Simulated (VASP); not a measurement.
# SiNi in VASP: a series of runs, part 2 of 3

VASP 6.6.1. The steps go on from the part before.

## Step 3: Single point, PBE

INCAR

```
PREC = Accurate
ENCUT = 520
EDIFF = 1E-6
ISMEAR = -1
SIGMA = 0.2137
LREAL = Auto
LASPH = T
NELM = 60
ALGO = Normal
ISIF = 2
LWAVE = F
LCHARG = F
GGA = PE
ISYM = 0
NBANDS = 86
```

KPOINTS

```
Automatic mesh
0
Gamma
  1 1 1
  0.25 0.25 0.25
```

POSCAR

```
SiNi
1.0
    6.4002940000      0.0757740000      0.0022980000
    0.0757740000      6.4122190000      0.0415250000
    0.0022980000      0.0415250000      6.5625770000
Si Ni
10 10
Direct
   -0.1731911289      0.6854109851     -0.0531717491
    0.6476063187     -0.2408727324      0.4969774893
    0.8452120711      1.0228696768      0.0910902896
    0.7005630943      0.4704200548      0.6952226105
    0.3171639012      0.6746842762      0.3243079499
    1.0691536066      0.4249893333      0.1755635634
   -0.0000460398      0.7465450831      0.6435863261
    0.3896685970      0.3506086228      0.4583980529
    0.4429973751      0.2368315109      0.1418134315
    0.4997074294      0.8469435061      0.8173372051
    0.1979373118     -0.1077558087      0.0096169081
    0.1415971230      1.0306574860      0.6256497345
    0.6893220775      0.5058336057      0.3311607921
    0.7399597590      0.1162810839      0.6901267597
   -0.0137700234      0.7861219656      0.2952969434
    0.9963944744      0.4089691090      0.5040027482
    0.3879295111      0.1616576282      0.8231646966
    0.5073731998      0.0527875256      0.4183775755
    0.3223652113      0.5366971034      0.9961645947
   -0.0162449593      0.3126938673      0.8526764285
```

Potentials or basis: VASP PAW PBE potentials, release 64 (Si, Ni).

The run is started by

```bash
> cat potpaw_PBE.64/Si/POTCAR potpaw_PBE.64/Ni/POTCAR > POTCAR
> mpirun -np 1 vasp_std > vasp.out
```

OUTCAR:

```text
PREC = Accurate
   ENCUT = 520
   EDIFF = 1E-6
   ISMEAR = -1
   LREAL = Auto
   LASPH = T
   NELM = 60
   ISIF = 2
   GGA = PE
   ISYM = 0

 ion  position               nearest neighbor table
   1  0.827  0.685  0.947-   7 2.31   4 2.32   3 2.38  10 2.46  15 2.60  20 2.65   6 2.70  11 2.78
                            13 2.90
   2  0.648  0.759  0.497-  13 1.98  18 2.12   4 2.27  10 2.37   7 2.45   5 2.47  15 2.55  14 2.71
                             8 3.14
   3  0.845  0.023  0.091-  15 2.19   1 2.38  11 2.45  20 2.59  14 2.77   9 2.91   6 3.04  18 3.05
                            10 3.09
   4  0.701  0.470  0.695-   2 2.27  14 2.28  20 2.29  16 2.30   1 2.32  13 2.40   7 2.66   8 2.66
                            10 2.83  17 2.96
   5  0.317  0.675  0.324-  15 2.23   8 2.28  19 2.34   2 2.47   6 2.49  11 2.58  13 2.59  18 2.81
                            16 2.94   7 2.95
   6  0.069  0.425  0.176-  19 2.13  16 2.21  20 2.32   5 2.49  15 2.50   9 2.66  13 2.68   1 2.70
                             8 2.80   3 3.04
   7  1.000  0.747  0.644-  12 2.06  15 2.30   1 2.31  16 2.36   2 2.45   4 2.66  14 2.88  11 2.89
                             5 2.95  20 3.09
   8  0.390  0.351  0.458-  18 2.06   9 2.23   5 2.28  13 2.33  16 2.55   4 2.66  17 2.67   6 2.80
                            12 2.83  14 3.06   2 3.14
   9  0.443  0.237  0.142-  17 2.18  18 2.19   8 2.23  19 2.26   6 2.66  13 2.68  11 2.88   3 2.91
[... 4 lines left out ...]
                             9 2.88   7 2.89
  12  0.142  0.031  0.626-   7 2.06  17 2.23  20 2.55  14 2.65  11 2.68  16 2.69  18 2.71   8 2.83
                            10 2.84  15 2.88
  13  0.689  0.506  0.331-   2 1.98   8 2.33  16 2.34   4 2.40   5 2.59  15 2.65   6 2.68   9 2.68
                             1 2.90
  14  0.740  0.116  0.690-   4 2.28  20 2.30  18 2.37  17 2.43  10 2.48  12 2.65   2 2.71   3 2.77
                            16 2.79   7 2.88   8 3.06
  15  0.986  0.786  0.295-   3 2.19   5 2.23   7 2.30  11 2.41   6 2.50   2 2.55   1 2.60  13 2.65
                            16 2.76  12 2.88
  16  0.996  0.409  0.504-   6 2.21   4 2.30  13 2.34   7 2.36  20 2.36   8 2.55  12 2.69  15 2.76
                            14 2.79   5 2.94
  17  0.388  0.162  0.823-  10 2.13   9 2.18  12 2.23  14 2.43  11 2.45   8 2.67  19 2.70  20 2.75
                            18 2.85   4 2.96
  18  0.507  0.053  0.418-   8 2.06   2 2.12   9 2.19  14 2.37  12 2.71   5 2.81  17 2.85  10 2.92
                             3 3.05
  19  0.322  0.537  0.996-   6 2.13   9 2.26   5 2.34  11 2.40  10 2.58  17 2.70  20 2.80
  20  0.984  0.313  0.853-   4 2.29  14 2.30   6 2.32  16 2.36  12 2.55   3 2.59   1 2.65  17 2.75
                            19 2.80   7 3.09

IMPORTANT INFORMATION: All symmetrisations will be switched off!
NOSYMM: (Re-)initialisation of all symmetry stuff for point group C_1.

----------------------------------------------------------------------------------------

                                     Primitive cell

  volume of cell :     269.2800

  direct lattice vectors                    reciprocal lattice vectors
     6.400294000  0.075774000  0.002298000     0.156264697 -0.001846321 -0.000043036
     0.075774000  6.412219000  0.041525000    -0.001846321  0.155980459 -0.000986327
     0.002298000  0.041525000  6.562577000    -0.000043036 -0.000986327  0.152385421

  length of vectors
     6.400742946  6.412801145  6.562708777     0.156275610  0.155994504  0.152388619

  position of ions in fractional coordinates (direct lattice)
     0.826808871  0.685410985  0.946828251
     0.647606319  0.759127268  0.496977489
     0.845212071  0.022869677  0.091090290
     0.700563094  0.470420055  0.695222610
     0.317163901  0.674684276  0.324307950
[... 69 lines left out ...]
   number of dos      NEDOS =    301   number of ions     NIONS =     20
   total plane-waves  NPLWV = 115200
   dimension x,y,z NGX =    48 NGY =   48 NGZ =   50
   dimension x,y,z NGXF=    96 NGYF=   96 NGZF=  100
   ions per type =              10  10
   NGX,Y,Z   is equivalent  to a cutoff of  12.47, 12.44, 12.67 a.u.
   NGXF,Y,Z  is equivalent  to a cutoff of  24.93, 24.89, 25.33 a.u.
 SYSTEM =  unknown system
   PREC   = accura    normal or accurate (medium, high low for compatibility)
   ISTART =      0    job   : 0-new  1-cont  2-samecut
   ICHARG =      2    charge: 1-file 2-atom 10-const
   ISPIN  =      1    spin polarized calculation?
   LNONCOLLINEAR =      F non collinear calculations
   LSORBIT =      F    spin-orbit coupling
   LASPH  =      T    aspherical Exc in radial PAW
   ENCUT  =  520.0 eV  38.22 Ry    6.18 a.u.  11.90 11.92 12.20*2*pi/ulx,y,z
   NELM   =     60;   NELMIN=  2; NELMDL= -5     # of ELM steps
   EDIFF  = 0.1E-05   stopping-criterion for ELM
   LREAL  =      T    real-space projection
   EDIFFG = 0.1E-04   stopping-criterion for IOM
   NSW    =      0    number of steps for IOM
   IBRION =     -1    ionic relax: 0-MD 1-quasi-New 2-CG
   NFREE  =      0    steps in history (QN), initial steepest desc. (CG)
   ISIF   =      2    stress and relaxation
   ISYM   =      0    0-nonsym 1-usesym 2-fastsym
   POTIM  = 0.5000    time-step for ionic-motion
   TEBEG  =    0.0;   TEEND  =   0.0 temperature during run
   PSTRESS=    0.0 pullay stress
   NELECT =     140.0000    total number of electrons
   NUPDOWN=      -1.0000    fix difference up-down
   EMIN   =  10.00;   EMAX   =-10.00  energy-range for DOS
   EFERMI =   0.00;   METHOD = LEGACY
   ISMEAR =    -1;   SIGMA  =   0.21  broadening in eV -4-tet -1-fermi 0-gaus
   EFERMI_NEDOS =   21; number of points for ismear=-14 and -15
   IALGO  =     38    algorithm
   IMIX   =      4    mixing-type and parameters
     AMIX     =   0.40;   BMIX     =  1.00
     AMIX_MAG =   1.60;   BMIX_MAG =  1.00
  volume/ion in A,a.u.               =      13.46        90.86
  Fermi-wavevector in a.u.,A,eV,Ry     =   1.316385  2.487606 23.577108  1.732869
  Thomas-Fermi vector in A             =   2.446500
   LORBIT       =      0    0 simple, 1 ext, 2 COOP (PROOUT), +10 PAW based schemes
   GGA     = PE    functional components
   LHFCALC =     F    Hartree Fock is set to
   AEXX    =    0.0000 exact exchange contribution
   IVDW    =     0    specifies the selected vdW correction
   LEPSILON=     F    determine dielectric tensor
   LRPA    =     F    only Hartree local field effects (RPA)
 non-spin polarized calculation
  energy-cutoff  :      520.00
  volume of cell :      269.28
 maximum number of plane-waves:      7240
 NGX is ok and might be reduce to    48
   NGX = 23   NGY = 23   NGZ = 25

 number of electron     140.0000009 magnetization

 Free energy of the ion-electron system (eV)
  ---------------------------------------------------
  ext. energy  EPLUGINS =         0.00000000
  ---------------------------------------------------
  free energy    TOTEN  =      -105.48333696 eV

  energy without entropy =     -103.64934087  energy(sigma->0) =     -104.56633891

 E-fermi :   8.8366     XC(G=0): -11.5724

 val. band max:        8.7594617244   @ k =   0.2500   0.2500   0.2500
 cond. band min:       8.8687890627   @ k =   0.2500   0.2500   0.2500
 fundamental gap:      0.1093273383
 Fermi energy:         8.8365902068

 k-point     1 :       0.2500    0.2500    0.2500
  band No.  band energies     occupation
      1      -4.0720      2.00000
      2      -3.1708      2.00000
      3      -1.2709      2.00000
      4      -1.0857      2.00000
      5      -0.3445      2.00000
      6       0.0942      2.00000
[... 74 lines left out ...]
     81      11.0062      0.00008
     82      11.2815      0.00002
 [bands above 82 left out]

------------------------ aborting loop because EDIFF is reached ----------------------------------------

  FORCE on cell =-STRESS in cart. coord.  units (eV):
  Direction    XX          YY          ZZ          XY          YZ          ZX
  --------------------------------------------------------------------------------------
  -------------------------------------------------------------------------------------
  Total        7.1088260     17.2016231     15.8785917     -8.0692480      2.4762164      1.4048389
  in kB       42.2964948    102.3471897     94.4753428    -48.0108679     14.7331326      8.3585901
  external PRESSURE =      79.7063424 kB  Pullay stress =       0.0000000 kB

 VOLUME and BASIS-vectors are now :
 -----------------------------------------------------------------------------
  energy-cutoff  :      520.00
  volume of cell :      269.28
      direct lattice vectors                 reciprocal lattice vectors
     6.400294000  0.075774000  0.002298000     0.156264697 -0.001846321 -0.000043036
     0.075774000  6.412219000  0.041525000    -0.001846321  0.155980459 -0.000986327
     0.002298000  0.041525000  6.562577000    -0.000043036 -0.000986327  0.152385421

 POSITION                                       TOTAL-FORCE (eV/Angst)
 -----------------------------------------------------------------------------------
      5.34593      4.49697      6.24400         0.396713     -0.843636      2.250887
      4.20353      4.93740      3.29446         0.720960      3.431793      0.497419
      5.41155      0.21447      0.60068        -0.575548      2.157111     -0.454989
      4.52105      3.09839      4.58360        -0.849828     -1.827395      0.902476
      2.08181      4.36372      2.15704         0.330733      1.907617     -0.986007
      0.47521      2.73766      1.16996        -1.759060     -0.390372     -0.289922
[... 12 lines left out ...]
      2.10619      3.50721      6.56043         1.535045      0.374651     -1.075745
      6.32197      2.11501      5.61100         0.981967     -0.077792      1.606573
 -----------------------------------------------------------------------------------
    total drift:                                0.001907      0.001584     -0.002652

  FREE ENERGIE OF THE ION-ELECTRON SYSTEM (eV)
  ---------------------------------------------------
  free  energy   TOTEN  =      -105.4833369581 eV

  energy  without entropy=     -103.6493408705  energy(sigma->0) =     -104.56633891
```

It took 2.5 min on 1 thread of AMD EPYC 7R43 (Zen 3), shared host; peak memory 0.28 GiB.

What came out:

```
Free energy            : -105.4833 eV
Pressure               : 8.0 GPa
Largest force          : 4.402 eV/Å
Band gap on the k mesh : 0.11 eV
```

Forces in eV/Å, atoms in the order of the input:
```
Si   0.397 -0.844  2.251
Si   0.721  3.432  0.497
Si  -0.576  2.157 -0.455
Si  -0.850 -1.827  0.902
Si   0.331  1.908 -0.986
Si  -1.759 -0.390 -0.290
Si   0.678 -1.043  0.258
Si  -2.493  0.883  3.519
Si   0.650 -1.208 -2.155
Si  -0.260 -0.762  0.619
Ni  -0.340  0.293 -0.110
Ni  -0.334  1.256 -1.048
Ni  -0.414 -2.740 -2.758
Ni   0.592 -1.291  0.067
Ni  -0.839 -1.118  0.600
Ni   1.809 -0.310  0.112
Ni   0.500  2.767 -0.577
Ni  -0.331 -1.460 -0.978
Ni   1.535  0.375 -1.076
Ni   0.982 -0.078  1.607
```

Levels at points of the mesh, in eV from the valence-band top:
```
           k point  band 66  band 67  band 68  band 69  band 70  band 71  band 72  band 73  band 74  band 75
(0.25, 0.25, 0.25)    -0.56    -0.53    -0.41    -0.21     0.00     0.11     0.26     0.51     0.90     1.04
```

Caveat: the k points lie up to 0.98 Å⁻¹ apart. Spin polarisation is off, so any magnetic state and its effect on volume and gap are missing.

## Step 4: Single point, PBE

INCAR

```
SYSTEM = SiNi
ALGO = Normal ; EDIFF = 1E-7
ENCUT = 520 ; GGA = PE
ISIF = 2 ; ISMEAR = -1
ISYM = 0 ; LASPH = .TRUE.
LCHARG = .TRUE. ; LELF = .TRUE.
LREAL = Auto ; LVHAR = .TRUE.
LWAVE = .FALSE. ; NBANDS = 86
NELM = 60 ; PREC = Accurate
SIGMA = 0.2137
```

KPOINTS is that of step 3.

POSCAR

```
SiNi
1.0
    6.4002940000      0.0757740000      0.0022980000
    0.0757740000      6.4122190000      0.0415250000
    0.0022980000      0.0415250000      6.5625770000
Si Ni
10 10
Direct
   -0.1625781990      0.5318047696      0.2372920595
    0.4462550339     -0.1711903344      0.4279201881
    0.8302861128      0.9516863377     -0.0484362732
    0.7847194610      0.5993135534      0.7608167065
    0.3110541565      0.4568261761      0.2264586748
    1.0993717100      0.0757679612      0.2339421510
    0.1891511193      0.8840609228      0.6890311079
    0.3827083234      0.3342395333      0.5572443934
    0.6170544599      0.3059142481      0.0660123180
    0.4815057941      0.8133424308      0.9004115998
    0.0441788214     -0.2858087706      0.0876537809
    0.0128740358      1.1269961289      0.5815410472
    0.6389830264      0.3933598216      0.4631518000
    0.6679267912      0.0712199934      0.6743003082
   -0.2440565415      0.9830158370      0.3039930974
    1.0533912211      0.5175615582      0.5482065297
    0.2871220599      0.1120885712      0.8577037215
    0.4642426662      0.0182722611      0.1352856377
    0.3683011698      0.4781529226      0.8880214806
   -0.0402316564      0.3675622268      0.9141726537
```

The run is started by

```bash
> cat potpaw_PBE.64/Si/POTCAR potpaw_PBE.64/Ni/POTCAR > POTCAR
> mpirun -np 1 vasp_std > vasp.out
```

Run time: 2.5 min. Hardware: 1 thread of AMD EPYC 7R43 (Zen 3), shared host; peak memory 0.3 GiB.

It converged, with:

```
Free energy            : -105.4954 eV
Pressure               : 7.7 GPa
Largest force          : 10.366 eV/Å
Band gap on the k mesh : 0.14 eV
```

Forces in eV/Å, atoms in the order of the input:
```
Si   0.373  0.006  0.723
Si   0.813 -0.131  0.136
Si   0.405  1.147  0.361
Si  -1.020  0.541 -0.662
Si  -1.315  0.891  0.050
Si   0.390 -0.129  0.113
Si  -1.034 -5.455 -2.612
Si  -8.834 -2.808  4.639
Si   1.723  0.227 -0.854
Si   0.408 -2.154 -1.655
Ni   2.295  1.004 -0.796
Ni  -0.807  2.283 -1.154
Ni   7.457  1.441 -2.685
Ni  -1.670  0.128  0.009
Ni   2.060 -0.232  0.777
Ni   0.227  0.079 -0.183
Ni   0.221  3.486  0.549
Ni  -1.866  0.248  2.778
Ni  -0.423  1.102 -0.555
Ni   0.595 -1.674  1.020
```

Stress tensor (GPa, compression positive):
```
11.01 -2.06 -3.83
-2.06  6.88 -5.79
-3.83 -5.79  5.35
```

Levels at points of the mesh, in eV from the valence-band top:
```csv
k point,band 66,band 67,band 68,band 69,band 70,band 71,band 72,band 73,band 74,band 75
"(0.25, 0.25, 0.25)",-0.75,-0.69,-0.52,-0.44,0.00,0.14,0.34,0.46,0.66,0.94
```

Caveat: the k points lie up to 0.98 Å⁻¹ apart. Spin polarisation is off, so any magnetic state and its effect on volume and gap are missing.

(Continued in part 3 of 3.)
